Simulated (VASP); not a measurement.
Ca8F15 (a cell with a defect), 23 atoms in the cell. The cell holds a defect, 23 atoms: a = 7.726 Å, b = 7.726 Å, c = 7.726 Å, α = 60.00°, β = 60.00°, γ = 60.00°. 

```yaml
Program: VASP 6.6.1
Task: single point
Functional: PBE
Potentials_or_basis: VASP PAW PBE potentials, release 64 (Ca_sv, F)
Cutoff: 520 eV
k_mesh: 2 × 2 × 2
Occupations: gaussian, width 0.02 eV
Spin: collinear spin
Starting_moments: "[0.0, 0.0, 0.0, 0.0, 0.0, 0.0, 0.0, 0.0, 0.08, 0.08, 0.08, 0.08, 0.0, 0.0, 0.08, 0.08, 0.08, 0.08, 0.05, 0.08, 0.08, 0.08, 0.08] μB"
Dipole_correction: no
Charge: 2
Further_INCAR_settings: ALGO = Normal; EDIFF = 1e-06; NBANDS = 114; NELECT = 183.0
```

Potentials or basis: VASP PAW PBE potentials, release 64 (Ca_sv, F).

Launch:

```console
$ cat potpaw_PBE.64/Ca_sv/POTCAR potpaw_PBE.64/F/POTCAR > POTCAR
$ mpirun -np 4 vasp_std > vasp.out
```

Hardware: 4 MPI ranks on Intel(R) Xeon(R) 6975P-C (Granite Rapids), with other jobs on the host.

**Question.** Estimate the wall time of this run.

**Answer.** Run time: 3.6 min on 4 MPI ranks on Intel(R) Xeon(R) 6975P-C (Granite Rapids) (shared host), peak memory 0.53 GiB a rank. Counts: scf iterations 26, k points 8.
